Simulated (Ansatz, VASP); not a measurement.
## Ru in VASP and in Ansatz

```xyz
2
Lattice="2.9147 0.0000 0.0000 -1.4574 2.5242 0.0000 0.0000 0.0000 3.6900" Properties=species:S:1:pos:R:3 pbc="T T T"
Ru    0.0000    1.6828    0.9225
Ru    1.4574    0.8414    2.7675
```

Alike in both runs: task single point; functional PBE; k mesh 24 × 24 × 12; occupations gaussian, width 0.15 eV; no spin polarisation.

|  | VASP | Ansatz |
| --- | --- | --- |
| version | VASP 6.6.1 | Ansatz 0.2.0 |
| potentials or method | VASP PAW PBE potentials, release 64 (Ru_pv), cutoff 520 eV | scalar-relativistic, plane waves, PAW |
| valence electrons in the cell | 28 | 32 |

|  | VASP | Ansatz | Ansatz less VASP |
| --- | --- | --- | --- |
| gap on the k mesh at the Fermi level (eV) | none | none | - |
| pressure (GPa) | 22.2 | 22.0 | -0.13 |
| traceless stress, the component that is largest in VASP (GPa) | 45.74 | 45.64 | -0.103 |

A gap of «none» marks a metal or a gap that the smearing closes. VASP's potentials hold 28 valence electrons a cell and Ansatz's 32, so a difference there can come from the potentials and not from the codes.
